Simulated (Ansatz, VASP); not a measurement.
One calculation of BiTe, two programs

```
Bi Te
1.0
     0.00000    3.25119    3.09936
     3.25119    0.00000    3.09936
     3.25119    3.25119    0.00000
Bi Te
1 1
Direct
  0.00000 0.00000 0.00000
  0.50000 0.50000 0.50000
```

Change from the starting cell: mode 6 frozen in at +0.000 Å, normal strain along z -0.0467.

Alike in both runs: task single point; functional PBE; k mesh 12 × 12 × 12; occupations gaussian, width 0.15 eV; no spin polarisation.

|  | VASP | Ansatz |
| --- | --- | --- |
| version | VASP 6.6.1 | Ansatz 0.2.0 |
| potentials or method | VASP PAW PBE potentials, release 64 (Bi_d, Te), cutoff 520 eV | scalar-relativistic, plane waves, PAW |
| valence electrons in the cell | 21 | 31 |

Ansatz gave:

```
gap on the k mesh at the Fermi level (eV)                     : none
pressure (GPa)                                                : 2.8
traceless stress, the component that is largest in VASP (GPa) : 3.35
```

Question: What did VASP give for the same quantities?

Answer: gap on the k mesh at the Fermi level (eV): none; pressure (GPa): 2.7; traceless stress, the component that is largest in VASP (GPa): 3.35.

A gap of «none» marks a metal or a gap that the smearing closes. VASP's potentials hold 21 valence electrons a cell and Ansatz's 31, so a difference there can come from the potentials and not from the codes.

Spin-orbit coupling is off throughout.
